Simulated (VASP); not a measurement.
Write the native input for VASP 6.6.1 that does the following.

```yaml
Task: relaxation of cell and atoms
Functional: PBEsol
Potentials_or_basis: VASP PAW PBE potentials, release 64 (Mo_sv, Si)
Cutoff: 600 eV
k_mesh: 7 × 7 × 4
Occupations: fermi-dirac, width 0.05 eV
Spin: no spin polarisation
Dipole_correction: no
Further_INCAR_settings: ALGO = Normal; EDIFF = 1e-07; IBRION = 2; EDIFFG = -0.01; NSW = 60; ISIF = 3
```

The structure of Si2Mo lies in POSCAR:

```
Si2Mo
1.0
    4.5854715599      0.0000000000      0.0000000000
   -2.2927357800      3.9711348592      0.0000000000
    0.0000000000      0.0000000000      6.5797601000
Mo Si
3 6
Direct
    0.5000000000      0.5000000000      0.8333333333
    0.0000000000      0.5000000000      0.1666666667
    0.5000000000      0.0000000000      0.5000000000
    0.1638729800      0.3277459600      0.5000000000
    0.6722540400      0.8361270200      0.1666666667
    0.8361270200      0.1638729800      0.8333333333
    0.8361270200      0.6722540400      0.5000000000
    0.3277459600      0.1638729800      0.1666666667
    0.1638729800      0.8361270200      0.8333333333
```

The input as run:

INCAR

```
SYSTEM = Si2Mo
PREC     = Accurate       ! precision mode
ENCUT    = 600            ! plane-wave cutoff, eV
EDIFF    = 1E-7           ! SCF threshold, eV
ISMEAR   = -1             ! smearing method
SIGMA    = 0.05           ! smearing width, eV
LREAL    = .FALSE.        ! projectors in reciprocal space
LASPH    = .TRUE.         ! aspherical terms in the spheres
NELM     = 100            ! most SCF steps
ALGO     = Normal         ! electronic algorithm
ISIF     = 3              ! what is computed and relaxed
LWAVE    = .FALSE.        ! write WAVECAR
LCHARG   = .FALSE.        ! write CHGCAR
GGA      = PS             ! functional
IBRION   = 2              ! ionic algorithm
NSW      = 60             ! ionic steps
EDIFFG   = -0.01          ! ionic threshold
```

KPOINTS

```
Automatic mesh
0
G
  7 7 4
  0 0 0
```

Potentials or basis: VASP PAW PBE potentials, release 64 (Mo_sv, Si).

The run is started by

```sh
$ cat potpaw_PBE.64/Mo_sv/POTCAR potpaw_PBE.64/Si/POTCAR > POTCAR
$ mpirun -np 1 vasp_std > vasp.out
```

It gave:

- Relaxed volume: 13.24 Å³/atom
- Relaxed cell: a = 4.577 Å, b = 4.577 Å, c = 6.569 Å, α = 90.00°, β = 90.00°, γ = 120.00°
- Space group after relaxing (to 0.1 Å): P6_222 (No. 180)
- Energy gained by relaxing: 0.3 meV/atom
- Ionic steps: 5
- Pressure after relaxing: 0.0 GPa
- Largest force after relaxing: 0.008 eV/Å
- Band gap on the k mesh: 0.26 eV (least direct gap 0.63 eV)

Caveat: the PAW data sets were made with another functional, which shifts forces and pressure a little.

It took 8.3 min on 1 thread of Oxide Virtual Turin-like Processor, on a shared host, peak memory 0.31 GiB.
